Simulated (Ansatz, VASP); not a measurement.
ScAl: VASP beside Ansatz

```
Sc Al
1.0
     3.34460    0.00000    0.00000
     0.00000    3.34460    0.00000
     0.00000    0.00000    3.34460
Sc Al
1 1
Direct
  0.50000 0.50000 0.50000
  0.00000 0.00000 0.00000
```

Alike in both runs: task single point; functional PBEsol; k mesh 12 × 12 × 12; occupations fermi-dirac, width 0.05 eV; no spin polarisation.

|  | VASP | Ansatz |
| --- | --- | --- |
| version | VASP 6.6.1 | Ansatz 0.2.0 |
| potentials or method | VASP PAW PBE potentials, release 64 (Sc_sv, Al) | PAW with Ansatz's default frozen-core files, scalar-relativistic |
| plane-wave cutoff (eV) | 520 | 420 |
| valence electrons in the cell | 14 | 14 |

Ansatz gave:

| Quantity | Value |
| --- | --- |
| pressure (GPa) | 0.0 |

Question: Which values does VASP return?

Answer: Pressure (GPa): 0.1.

VASP's potentials were made for PBE, not for PBEsol.
